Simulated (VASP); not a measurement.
# Zr2Si3 (P-4m2) in VASP: a series of runs, part 2 of 2

VASP 6.6.1. The steps go on from the part before.

### Step 3. Single point, PBE

This run uses another cell than the first one, of 18.30 Å³/atom.

INCAR reads:

```
PREC = Accurate
ENCUT = 520
EDIFF = 1E-6
ISMEAR = 0
SIGMA = 0.1
LREAL = False
LASPH = True
NELM = 100
ALGO = Normal
ISIF = 2
LWAVE = False
LCHARG = False
GGA = PE
NBANDS = 26
```

KPOINTS reads:

```
regular mesh
0
Gamma
  6 6 4
```

POSCAR reads:

```
Zr2Si3
1.0
    3.7272951966      0.0000000000      0.0000000000
    0.0000000000      3.7272951966      0.0000000000
    0.0000000000      0.0000000000      6.5878844690
Zr Si
2 3
Direct
    0.5000000000      0.0000000000      0.3474521222
    0.0000000000      0.5000000000      0.6525478778
    0.0000000000      0.5000000000      0.2312499075
    0.5000000000      0.0000000000      0.7687500925
    0.5000000000      0.5000000000      0.0000000000
```

Potentials or basis: VASP PAW PBE potentials, release 64 (Zr_sv, Si).

On the command line:

```sh
cat potpaw_PBE.64/Zr_sv/POTCAR potpaw_PBE.64/Si/POTCAR > POTCAR
mpirun -np 1 vasp_std > vasp.out
```

OUTCAR:

```text
PREC = Accurate
   ENCUT = 520
   EDIFF = 1E-6
   ISMEAR = 0
   LREAL = False
   LASPH = True
   NELM = 100
   ISIF = 2
   GGA = PE

 ion  position               nearest neighbor table
   1  0.500  0.000  0.347-   3 2.74   3 2.74   3 2.74   3 2.74   4 2.78   5 2.95   5 2.95   2 3.31
                             2 3.31   2 3.31   2 3.31
   2  0.000  0.500  0.653-   4 2.74   4 2.74   4 2.74   4 2.74   3 2.78   5 2.95   5 2.95   1 3.31
                             1 3.31   1 3.31   1 3.31
   3  0.000  0.500  0.231-   5 2.41   5 2.41   1 2.74   1 2.74   1 2.74   1 2.74   2 2.78
   4  0.500  0.000  0.769-   5 2.41   5 2.41   2 2.74   2 2.74   2 2.74   2 2.74   1 2.78
   5  0.500  0.500  0.000-   3 2.41   4 2.41   4 2.41   3 2.41   1 2.95   1 2.95   2 2.95   2 2.95
[... 903 lines left out ...]
  Total        0.1640044      0.1640044     -0.0423687      0.0000000     -0.0000000      0.0000000
  in kB        2.8709962      2.8709962     -0.7416887      0.0000000     -0.0000000      0.0000000
  external PRESSURE =       1.6667679 kB  Pullay stress =       0.0000000 kB

 VOLUME and BASIS-vectors are now :
 -----------------------------------------------------------------------------
  energy-cutoff  :      520.00
  volume of cell :       91.52
      direct lattice vectors                 reciprocal lattice vectors
     3.727295197  0.000000000  0.000000000     0.268291066  0.000000000  0.000000000
     0.000000000  3.727295197  0.000000000     0.000000000  0.268291066  0.000000000
     0.000000000  0.000000000  6.587884469     0.000000000  0.000000000  0.151793797

 POSITION                                       TOTAL-FORCE (eV/Angst)
 -----------------------------------------------------------------------------------
      1.86365      0.00000      2.28897         0.000000      0.000000     -0.002908
      0.00000      1.86365      4.29891        -0.000000      0.000000      0.002908
      0.00000      1.86365      1.52345         0.000000     -0.000000     -0.007632
      1.86365      0.00000      5.06444         0.000000      0.000000      0.007632
      1.86365      1.86365      0.00000         0.000000      0.000000      0.000000
 -----------------------------------------------------------------------------------
    total drift:                                0.000000      0.000000      0.000000

  FREE ENERGIE OF THE ION-ELECTRON SYSTEM (eV)
  ---------------------------------------------------
  free  energy   TOTEN  =       -35.6413077627 eV

  energy  without entropy=      -35.6324125091  energy(sigma->0) =      -35.63686014
```

OSZICAR:

```text
N       E                     dE             d eps       ncg     rms          rms(c)
DAV:   1     0.255853849970E+03    0.25585E+03   -0.17856E+04  1560   0.130E+03
DAV:   2    -0.165317100691E+02   -0.27239E+03   -0.26617E+03  1812   0.338E+02
DAV:   3    -0.362848547430E+02   -0.19753E+02   -0.19488E+02  2808   0.699E+01
DAV:   4    -0.373843050351E+02   -0.10995E+01   -0.10951E+01  2024   0.162E+01
DAV:   5    -0.374482323188E+02   -0.63927E-01   -0.63912E-01  2442   0.296E+00    0.200E+01
DAV:   6    -0.357667304875E+02    0.16815E+01   -0.49563E+00  1888   0.109E+01    0.796E+00
DAV:   7    -0.356413596876E+02    0.12537E+00   -0.94931E-01  2250   0.454E+00    0.230E+00
DAV:   8    -0.356412205669E+02    0.13912E-03   -0.69631E-02  2068   0.135E+00    0.839E-01
DAV:   9    -0.356411450580E+02    0.75509E-04   -0.10893E-02  1946   0.701E-01    0.197E-01
DAV:  10    -0.356412545424E+02   -0.10948E-03   -0.91750E-04  2288   0.184E-01    0.918E-02
DAV:  11    -0.356413088721E+02   -0.54330E-04   -0.13554E-04  1976   0.834E-02    0.218E-02
DAV:  12    -0.356413072761E+02    0.15960E-05   -0.10044E-05  1982   0.200E-02    0.699E-03
DAV:  13    -0.356413077627E+02   -0.48658E-06   -0.20829E-06  1264   0.853E-03
   1 F= -.35641308E+02 E0= -.35636860E+02  d E =-.889525E-02
```

It took 36 s on 1 thread of Intel Xeon Platinum 8559C (Emerald Rapids), shared host; peak memory 0.21 GiB.

Results:

```yaml
Free_energy: -35.6413 eV
Pressure: 0.2 GPa
Largest_force: 0.008 eV/Å
Band_gap_on_the_k_mesh: zero (bands 18 and 19 overlap by 0.30 eV)
```

Forces in eV/Å, atoms in the order of the input:
```
Zr   0.000  0.000 -0.003
Zr   0.000  0.000  0.003
Si   0.000  0.000 -0.008
Si   0.000  0.000  0.008
Si   0.000  0.000  0.000
```

Stress tensor (GPa, compression positive):
```
 0.29  0.00  0.00
 0.00  0.29  0.00
 0.00  0.00 -0.07
```

Levels at points of the mesh, in eV from the Fermi level:
```csv
k point,band 14,band 15,band 16,band 17,band 18,band 19,band 20,band 21,band 22,band 23
"(0.00, 0.00, 0.00)",-2.41,-2.29,-0.42,-0.42,-0.41,0.92,1.14,1.15,1.15,1.60
"(0.50, 0.00, 0.00)",-3.16,-2.60,-1.68,-0.69,-0.43,-0.11,1.27,1.66,1.80,2.85
"(0.50, 0.50, 0.00)",-3.12,-2.99,-2.01,-1.20,-0.98,0.34,0.34,2.04,3.04,3.04
"(0.00, 0.00, 0.50)",-2.57,-1.92,-1.01,0.08,0.08,0.78,0.98,1.18,1.18,2.20
"(0.50, 0.00, 0.50)",-2.82,-2.54,-1.77,-1.74,-0.22,0.88,1.65,1.78,2.22,2.68
"(0.50, 0.50, 0.50)",-4.02,-3.23,-1.63,-1.16,-0.90,1.10,2.45,2.45,2.91,2.91
```

### Step 4. Single point, PBE

This run uses another cell than the first one, of 18.32 Å³/atom.

INCAR reads:

```
SYSTEM = Zr2Si3
PREC     = Accurate       ! precision mode
ENCUT    = 520            ! plane-wave cutoff, eV
EDIFF    = 1E-6           ! SCF threshold, eV
ISMEAR   = 0              ! smearing method
SIGMA    = 0.1            ! smearing width, eV
LREAL    = .False.        ! projectors in reciprocal space
LASPH    = .True.         ! aspherical terms in the spheres
NELM     = 80             ! most SCF steps
ALGO     = Normal         ! electronic algorithm
ISIF     = 2              ! what is computed and relaxed
LWAVE    = .False.        ! write WAVECAR
LCHARG   = .False.        ! write CHGCAR
GGA      = PE             ! functional
NBANDS   = 26             ! bands
```

KPOINTS reads:

```
Automatic mesh
0
Gamma
  10 10 6
  0 0 0
```

POSCAR reads:

```
Zr2Si3
1.0
    3.7318569988      0.0000000000      0.0000000000
    0.0000000000      3.7318569988      0.0000000000
    0.0000000000      0.0000000000      6.5790575762
Zr Si
2 3
Direct
    0.5000000000      0.0000000000      0.3474112059
    0.0000000000      0.5000000000      0.6525887941
    0.0000000000      0.5000000000      0.2315735634
    0.5000000000      0.0000000000      0.7684264366
    0.5000000000      0.5000000000      0.0000000000
```

On the command line:

```sh
cat potpaw_PBE.64/Zr_sv/POTCAR potpaw_PBE.64/Si/POTCAR > POTCAR
mpirun -np 1 vasp_std > vasp.out
```

It took 100 s on 1 thread of Intel Xeon Platinum 8559C (Emerald Rapids), shared host; peak memory 0.29 GiB.

The run converged. Its results:

```yaml
Free_energy: -35.6598 eV
Pressure: 0.0 GPa
Largest_force: 0.008 eV/Å
Band_gap_on_the_k_mesh: zero (bands 18 and 19 overlap by 0.38 eV)
```

Forces in eV/Å, atoms in the order of the input:
```
Zr   0.000  0.000  0.004
Zr   0.000  0.000 -0.004
Si   0.000  0.000 -0.008
Si   0.000  0.000  0.008
Si   0.000  0.000  0.000
```

Levels at points of the mesh, in eV from the Fermi level:
```tsv
k point	band 15	band 16	band 17	band 18	band 19	band 20	band 21	band 22
(0.00, 0.00, 0.00)	-2.32	-0.47	-0.47	-0.43	0.88	1.10	1.11	1.11
(0.50, 0.00, 0.00)	-2.64	-1.72	-0.72	-0.47	-0.13	1.24	1.63	1.78
(0.50, 0.50, 0.00)	-3.02	-2.04	-1.25	-1.02	0.31	0.31	2.03	2.99
(0.00, 0.00, 0.50)	-1.95	-1.04	0.05	0.05	0.74	0.94	1.13	1.13
(0.50, 0.00, 0.50)	-2.57	-1.80	-1.76	-0.23	0.84	1.59	1.74	2.19
(0.50, 0.50, 0.50)	-3.26	-1.66	-1.19	-0.92	1.07	2.42	2.42	2.86
```

### Step 5. Overview

```csv
cell,k mesh,gap on the mesh (eV),pressure (GPa),largest force (eV/Å)
"a = 3.295, b = 3.295, c = 6.735 Å, 5 atoms, atomic positions A",6 × 6 × 4,none,61.2,0.10
"a = 3.727, b = 3.727, c = 6.588 Å, 5 atoms, atomic positions B",6 × 6 × 4,none,0.2,0.01
"a = 3.732, b = 3.732, c = 6.579 Å, 5 atoms, atomic positions C",10 × 10 × 6,none,0.0,0.01
```

Alike in all rows: task single point; level PBE; potentials or basis VASP PAW PBE potentials, release 64 (Zr_sv, Si); no spin polarisation; cutoff (eV) 520; smearing gaussian 0.1 eV.

Caveats: the stress differs along the axes, from 49 to 67 GPa (at least some runs).

Total energies depend on the potentials used, so only differences within one code and one set of settings carry meaning.
